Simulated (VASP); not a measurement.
# Ag (Fm-3m) in VASP: a series of runs, part 2 of 2

VASP 6.6.1. The steps go on from the part before.

### Step 3. Single point, LDA

INCAR

```
SYSTEM = Ag
PREC = Accurate ; ENCUT = 500
EDIFF = 1E-6 ; ISMEAR = -1
SIGMA = 0.05 ; LREAL = .FALSE.
LASPH = .TRUE. ; NELM = 120
ALGO = Normal ; ISIF = 2
LWAVE = .FALSE. ; LCHARG = .FALSE.
GGA = CA ; NBANDS = 12
GGA_COMPAT = .FALSE.
```

KPOINTS

```
regular mesh
0
G
  19 19 19
  0 0 0
```

POSCAR

```
Ag
1.0
    0.0000000000      1.6901283323      1.6901283323
    1.6901283323      0.0000000000      1.6901283323
    1.6901283323      1.6901283323      0.0000000000
Ag
1
Direct
    0.0000000000      0.0000000000      0.0000000000
```

Potentials or basis: VASP PAW LDA potentials, release 64 (Ag).

Run with:

```console
$ cat potpaw_LDA.64/Ag/POTCAR > POTCAR
$ mpirun -np 1 vasp_std > vasp.out
```

OUTCAR:

```text
SYSTEM = Ag
   PREC = Accurate
   ENCUT = 500
   EDIFF = 1E-6
   ISMEAR = -1
   LREAL = .FALSE.
   LASPH = .TRUE.
   NELM = 120
   ISIF = 2
   GGA = CA

 ion  position               nearest neighbor table
   1  0.000  0.000  0.000-

  LATTYP: Found a face centered cubic cell.
 ALAT       =     3.3802566646

  Lattice vectors:

 A1 = (   0.0000000000,   1.6901283323,   1.6901283323)
 A2 = (   1.6901283323,   0.0000000000,   1.6901283323)
 A3 = (   1.6901283323,   1.6901283323,   0.0000000000)

Analysis of symmetry for initial positions (statically):
=====================================================================
 Subroutine PRICEL returns:
 Original cell was already a primitive cell.

 Routine SETGRP: Setting up the symmetry group for a
 face centered cubic supercell.

 Subroutine GETGRP returns: Found 48 space group operations
 (whereof 48 operations were pure point group operations)
 out of a pool of 48 trial point group operations.

The static configuration has the point symmetry O_h .

Analysis of symmetry for dynamics (positions and initial velocities):
=====================================================================
 Subroutine PRICEL returns:
 Original cell was already a primitive cell.

 Routine SETGRP: Setting up the symmetry group for a
 face centered cubic supercell.

 Subroutine GETGRP returns: Found 48 space group operations
 (whereof 48 operations were pure point group operations)
 out of a pool of 48 trial point group operations.

The dynamic configuration has the point symmetry O_h .

 Subroutine INISYM returns: Found 48 space group operations
 (whereof 48 operations are pure point group operations),
 and found     1 'primitive' translations

----------------------------------------------------------------------------------------

                                     Primitive cell

  volume of cell :       9.6558

  direct lattice vectors                    reciprocal lattice vectors
     0.000000000  1.690128332  1.690128332    -0.295835524  0.295835524  0.295835524
     1.690128332  0.000000000  1.690128332     0.295835524 -0.295835524  0.295835524
     1.690128332  1.690128332  0.000000000     0.295835524  0.295835524 -0.295835524

  length of vectors
     2.390202410  2.390202410  2.390202410     0.512402157  0.512402157  0.512402157

  position of ions in fractional coordinates (direct lattice)
     0.000000000  0.000000000  0.000000000

  ion indices of the primitive-cell ions
   primitive index   ion index
                 1           1

----------------------------------------------------------------------------------------

 KPOINTS: regular mesh

Automatic generation of k-mesh.
 Grid dimensions read from file:
 generate k-points for:   19   19   19

 Generating k-lattice:

  Cartesian coordinates                     Fractional coordinates (reciprocal lattice)
    -0.015570291  0.015570291  0.015570291     0.052631579  0.000000000  0.000000000
     0.015570291 -0.015570291  0.015570291     0.000000000  0.052631579  0.000000000
     0.015570291  0.015570291 -0.015570291     0.000000000  0.000000000  0.052631579

  Length of vectors
     0.026968535  0.026968535  0.026968535

  Shift w.r.t. Gamma in fractional coordinates (k-lattice)
     0.000000000  0.000000000  0.000000000

 Subroutine IBZKPT returns following result:
 ===========================================

 Found    220 irreducible k-points:

 Following reciprocal coordinates:
            Coordinates               Weight
  0.000000  0.000000  0.000000      1.000000
  0.052632  0.000000  0.000000      8.000000
  0.105263  0.000000  0.000000      8.000000
  0.157895  0.000000  0.000000      8.000000
  0.210526  0.000000  0.000000      8.000000
  0.263158  0.000000  0.000000      8.000000
[... 16 lines left out ...]
 -0.315789  0.052632  0.000000     24.000000
 -0.263158  0.052632  0.000000     24.000000
 [... further k-points ...]
   k-points           NKPTS =    220   k-points in BZ     NKDIM =    220   number of bands    NBANDS=     12
   number of dos      NEDOS =    301   number of ions     NIONS =      1
   total plane-waves  NPLWV =   5832
   dimension x,y,z NGX =    18 NGY =   18 NGZ =   18
   dimension x,y,z NGXF=    36 NGYF=   36 NGZF=   36
   ions per type =               1
   NGX,Y,Z   is equivalent  to a cutoff of  12.52, 12.52, 12.52 a.u.
   NGXF,Y,Z  is equivalent  to a cutoff of  25.04, 25.04, 25.04 a.u.
 SYSTEM =  Ag
   PREC   = accura    normal or accurate (medium, high low for compatibility)
   ISTART =      0    job   : 0-new  1-cont  2-samecut
   ICHARG =      2    charge: 1-file 2-atom 10-const
   ISPIN  =      1    spin polarized calculation?
   LNONCOLLINEAR =      F non collinear calculations
   LSORBIT =      F    spin-orbit coupling
   LASPH  =      T    aspherical Exc in radial PAW
   ENCUT  =  500.0 eV  36.75 Ry    6.06 a.u.   4.36  4.36  4.36*2*pi/ulx,y,z
   NELM   =    120;   NELMIN=  2; NELMDL= -5     # of ELM steps
   EDIFF  = 0.1E-05   stopping-criterion for ELM
   LREAL  =      F    real-space projection
   EDIFFG = 0.1E-04   stopping-criterion for IOM
   NSW    =      0    number of steps for IOM
   IBRION =     -1    ionic relax: 0-MD 1-quasi-New 2-CG
   NFREE  =      0    steps in history (QN), initial steepest desc. (CG)
   ISIF   =      2    stress and relaxation
   ISYM   =      2    0-nonsym 1-usesym 2-fastsym
   POTIM  = 0.5000    time-step for ionic-motion
   TEBEG  =    0.0;   TEEND  =   0.0 temperature during run
   PSTRESS=    0.0 pullay stress
   NELECT =      11.0000    total number of electrons
   NUPDOWN=      -1.0000    fix difference up-down
   EMIN   =  10.00;   EMAX   =-10.00  energy-range for DOS
   EFERMI =   0.00;   METHOD = LEGACY
   ISMEAR =    -1;   SIGMA  =   0.05  broadening in eV -4-tet -1-fermi 0-gaus
   EFERMI_NEDOS =   21; number of points for ismear=-14 and -15
   IALGO  =     38    algorithm
   IMIX   =      4    mixing-type and parameters
     AMIX     =   0.40;   BMIX     =  1.00
     AMIX_MAG =   1.60;   BMIX_MAG =  1.00
  volume/ion in A,a.u.               =       9.66        65.16
  Fermi-wavevector in a.u.,A,eV,Ry     =   1.709790  3.231034 39.775014  2.923381
  Thomas-Fermi vector in A             =   2.788209
   LORBIT       =      0    0 simple, 1 ext, 2 COOP (PROOUT), +10 PAW based schemes
   GGA     = CA    functional components
   LHFCALC =     F    Hartree Fock is set to
   AEXX    =    0.0000 exact exchange contribution
   IVDW    =     0    specifies the selected vdW correction
   LEPSILON=     F    determine dielectric tensor
   LRPA    =     F    only Hartree local field effects (RPA)
 non-spin polarized calculation
  energy-cutoff  :      500.00
  volume of cell :        9.66
 maximum number of plane-waves:       262
 NGX is ok and might be reduce to    18
   NGX =  9   NGY =  9   NGZ =  9

 number of electron      10.9999995 magnetization

 Free energy of the ion-electron system (eV)
  ---------------------------------------------------
  ext. energy  EPLUGINS =         0.00000000
  ---------------------------------------------------
  free energy    TOTEN  =        -0.48465446 eV

  energy without entropy =       -0.48298854  energy(sigma->0) =       -0.48382150

 E-fermi :  20.0091     XC(G=0): -16.2348

 val. band max:       20.0015731741   @ k =  -0.3684   0.1579   0.0526
 cond. band min:      20.1885823205   @ k =  -0.3684   0.1579   0.0000
 fundamental gap:      0.1870091464
 Fermi energy:        20.0090881960

 k-point     1 :       0.0000    0.0000    0.0000
  band No.  band energies     occupation
      1       6.3050      2.00000
      2      11.2668      2.00000
      3      11.2668      2.00000
      4      11.2668      2.00000
      5      14.0509      2.00000
      6      14.0509      2.00000
      7      34.7907      0.00000
      8      41.9671      0.00000
      9      41.9671      0.00000
     10      41.9671      0.00000
     11      49.0947      0.00000
     12      53.6791      0.00000
[... 331 lines left out ...]
 k-point    24 :      -0.2632    0.0526    0.0000
  band No.  band energies     occupation
      1       8.2702      2.00000
      2      11.5645      2.00000
      3      11.7452      2.00000
      4      12.0297      2.00000
      5      14.1513      2.00000
      6      15.1596      2.00000
      7      33.8039      0.00000
      8      37.0996      0.00000
      9      44.9863      0.00000
     10      46.6517      0.00000
     11      48.1151      0.00000
     12      49.0618      0.00000

 [... further k-points ...]

------------------------ aborting loop because EDIFF is reached ----------------------------------------

  FORCE on cell =-STRESS in cart. coord.  units (eV):
  Direction    XX          YY          ZZ          XY          YZ          ZX
  --------------------------------------------------------------------------------------
  -------------------------------------------------------------------------------------
  Total       17.0104950     17.0104950     17.0104950      0.0000000      0.0000000     -0.0000000
  in kB     2822.5295095   2822.5295095   2822.5295095      0.0000000      0.0000000     -0.0000000
  external PRESSURE =    2822.5295095 kB  Pullay stress =       0.0000000 kB

 VOLUME and BASIS-vectors are now :
 -----------------------------------------------------------------------------
  energy-cutoff  :      500.00
  volume of cell :        9.66
      direct lattice vectors                 reciprocal lattice vectors
     0.000000000  1.690128332  1.690128332    -0.295835524  0.295835524  0.295835524
     1.690128332  0.000000000  1.690128332     0.295835524 -0.295835524  0.295835524
     1.690128332  1.690128332  0.000000000     0.295835524  0.295835524 -0.295835524

 POSITION                                       TOTAL-FORCE (eV/Angst)
 -----------------------------------------------------------------------------------
      0.00000      0.00000      0.00000         0.000000      0.000000      0.000000
 -----------------------------------------------------------------------------------
    total drift:                                0.000000     -0.000000      0.000000

  FREE ENERGIE OF THE ION-ELECTRON SYSTEM (eV)
  ---------------------------------------------------
  free  energy   TOTEN  =        -0.4846544557 eV

  energy  without entropy=       -0.4829885401  energy(sigma->0) =       -0.48382150
```

OSZICAR:

```text
N       E                     dE             d eps       ncg     rms          rms(c)
DAV:   1     0.543394483393E+02    0.54339E+02   -0.56295E+03  5336   0.878E+02
DAV:   2    -0.135126016367E+00   -0.54475E+02   -0.52185E+02  6220   0.219E+02
DAV:   3    -0.877170409504E+00   -0.74204E+00   -0.74179E+00  6364   0.252E+01
DAV:   4    -0.878527369173E+00   -0.13570E-02   -0.13569E-02  6328   0.116E+00
DAV:   5    -0.878531812552E+00   -0.44434E-05   -0.44421E-05  6488   0.574E-02    0.292E+01
DAV:   6    -0.594908696114E+00    0.28362E+00   -0.27558E-01  6848   0.545E+00    0.168E+01
DAV:   7    -0.489650655203E+00    0.10526E+00   -0.10453E-01  7668   0.317E+00    0.218E+00
DAV:   8    -0.484616030031E+00    0.50346E-02   -0.91846E-03  5820   0.110E+00    0.147E-01
DAV:   9    -0.484651074622E+00   -0.35045E-04   -0.56177E-05  6752   0.739E-02    0.288E-02
DAV:  10    -0.484654427139E+00   -0.33525E-05   -0.39400E-06  6272   0.135E-02    0.342E-03
DAV:  11    -0.484654455659E+00   -0.28520E-07   -0.81693E-08  4472   0.245E-03
   1 F= -.48465446E+00 E0= -.48382150E+00  d E =-.166592E-02
```

Wall time 18 s (1 thread of AMD EPYC 7R43 (Zen 3), shared host); peak memory 0.1 GiB.

Results:

- Free energy: -0.4847 eV
- Pressure: 282.3 GPa
- Band gap on the k mesh: zero (an odd number of electrons rules out a gap without spin polarisation)

Caveat: the cell stands under pressure.
